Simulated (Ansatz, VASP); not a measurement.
# Sb2S in VASP and in Ansatz

```
Sb S
1.0
     0.00000    3.37535    3.37535
     3.37535    0.00000    3.37535
     3.37535    3.37535    0.00000
Sb S
2 1
Direct
  0.25000 0.25000 0.25000
  0.75000 0.75000 0.75000
  0.00000 0.00000 0.00000
```

Change from the starting cell: species swapped into the Sn2Pt type (Fm-3m, No. 225).

Alike in both runs: task single point; functional PBE; k mesh 4 × 4 × 4; occupations gaussian, width 0.1 eV; no spin polarisation.

|  | VASP | Ansatz |
| --- | --- | --- |
| version | VASP 6.6.1 | Ansatz 0.2.0 |
| potentials or method | VASP PAW PBE potentials, release 64 (Sb, S), cutoff 520 eV | scalar-relativistic, plane waves, PAW |
| valence electrons in the cell | 16 | 36 |

VASP gave:

```
gap on the k mesh at the Fermi level (eV) : none
pressure (GPa)                            : 0.5
```

Question: What did Ansatz give for the same quantities?

Answer: gap on the k mesh at the Fermi level (eV): none; pressure (GPa): 0.7.

A gap of «none» marks a metal or a gap that the smearing closes. The functional is the same, so the differences come from potentials, cutoffs and numerics. VASP's potentials hold 16 valence electrons a cell and Ansatz's 36, so a difference there can come from the potentials and not from the codes.

The k mesh is coarse, so the values compare programs but aren't converged. Spin-orbit coupling is off throughout.
